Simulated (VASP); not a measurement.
Crystal: HoTeI.

```
Ho Te I
1.0
     4.77659    0.00000    0.00000
    -2.38829    4.13665    0.00000
     0.00000    0.00000    5.26233
Ho Te I
1 1 1
Direct
  0.66667 0.33333 0.00000
  0.00000 0.00000 0.50000
  0.33333 0.66667 0.50000
```

The cell was generated, and may not be a known phase.

* Program: VASP 6.6.1
* Task: relaxation of cell and atoms
* Functional: PBE
* Potentials or basis: VASP PAW PBE potentials, release 64 (Ho_3, Te, I), 4f in core
* Cutoff: 500 eV
* k mesh: 6 × 6 × 4
* Occupations: gaussian, width 0.1 eV
* Spin: no spin polarisation

At the start: pressure 7.3 GPa; volume 34.66 Å³/atom.

Problem. Where does the relaxation end?

Solution. Over 12 steps the energy falls by 1156.6 meV/atom and the volume is 30.80 Å³/atom (-11.1 %); space group P-6m2 (No. 187, to 0.1 Å) before and after.

Step by step:
```
step  energy change (eV)  largest force (eV/Å)  pressure (GPa)  volume (Å³)
   1              0.0000                0.0000            7.27       103.98
   2             -1.6280                0.0000           -3.88       127.51
   3             -1.6836                0.0000           -4.78       132.15
   4             -2.7480                0.0000           -5.39       116.30
   5             -3.2313                0.0000           -4.45       107.11
   6             -1.7815                0.0000            9.37        87.07
   7             -3.3030                0.0000           -3.69       104.42
   8             -3.3081                0.0000           -3.41       103.67
   9             -3.4654                0.0000            0.69        90.99
  10             -3.4698                0.0000           -0.09        92.59
  11             -3.4698                0.0000            0.01        92.37
  12             -3.4699                0.0000            0.01        92.40
```

Final structure:
```
CELL_PARAMETERS angstrom
5.58526 0.00000 0.00000
-2.79263 4.83698 0.00000
0.00000 0.00000 3.42013
ATOMIC_POSITIONS crystal
Ho 0.66667 0.33333 0.00000
Te 0.00000 0.00000 0.50000
I 0.33333 0.66667 0.50000
```

Caveat: a cell axis changed by over 15 % at a fixed basis, so the end point is rough; the run has no spin polarisation, though such a crystal can be magnetic.
